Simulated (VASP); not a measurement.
Input of a VASP 6.6.1 run:

Contents of INCAR:

```
SYSTEM = Cd
PREC = Accurate ; ENCUT = 520
EDIFF = 1E-6 ; ISMEAR = -1
SIGMA = 0.08 ; LREAL = .FALSE.
LASPH = .TRUE. ; NELM = 60
ALGO = Normal ; ISIF = 2
LWAVE = .FALSE. ; LCHARG = .FALSE.
GGA = PE ; NBANDS = 12
```

The input KPOINTS:

```
Automatic mesh
0
G
  16 16 16
  0 0 0
```

POSCAR

```
Cd
1.0
    2.3050878380      0.0000000000      0.0000000000
    0.0000000000      2.3050878380      0.0000000000
    0.0000000000      0.0000000000      2.3050878380
Cd
1
Direct
    0.0000000000      0.0000000000      0.0000000000
```

Potentials or basis: VASP PAW PBE potentials, release 64 (Cd).

Launch:

```bash
$ cat potpaw_PBE.64/Cd/POTCAR > POTCAR
$ mpirun -np 1 vasp_std > vasp.out
```

What does it give for the pressure?

219.4 GPa.

What does it give for the band gap on the k mesh?

Zero (band 6 reaches 16.29 eV, above the bottom of band 7 at 7.61 eV).
